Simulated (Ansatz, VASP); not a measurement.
**CsH2: VASP beside Ansatz**

```xyz
6
Lattice="6.3419 0.0000 0.0000 0.0000 6.3419 0.0000 0.0000 0.0000 4.6506" Properties=species:S:1:pos:R:3 pbc="T T T"
Cs    0.0000    0.0000    0.0000
Cs    3.1709    3.1709    2.3253
H     1.9699    1.9699    0.0000
H     1.2011    5.1408    2.3253
H     4.3720    4.3720    0.0000
H     5.1408    1.2011    2.3253
```

Alike in both runs: functional PBE; k mesh 4 × 4 × 6; occupations gaussian, width 0.1 eV; no spin polarisation.

Ansatz relaxed the structure, and its values are those at the end. VASP's run is a single point on that final structure, the one shown.

|  | VASP | Ansatz |
| --- | --- | --- |
| version | VASP 6.6.1 | Ansatz 0.2.0 |
| potentials or method | VASP PAW PBE potentials, release 64 (Cs_sv, H), cutoff 520 eV | scalar-relativistic, plane waves, PAW |
| valence electrons in the cell | 22 | 22 |

```csv
,VASP,Ansatz,Ansatz less VASP
gap on the k mesh at the Fermi level (eV),none,none,-
pressure (GPa),0.0,0.0,+0.01
```

A gap of «none» marks a metal or a gap that the smearing closes. The functional is the same, so the differences come from potentials, cutoffs and numerics.

Spin-orbit coupling is off throughout.
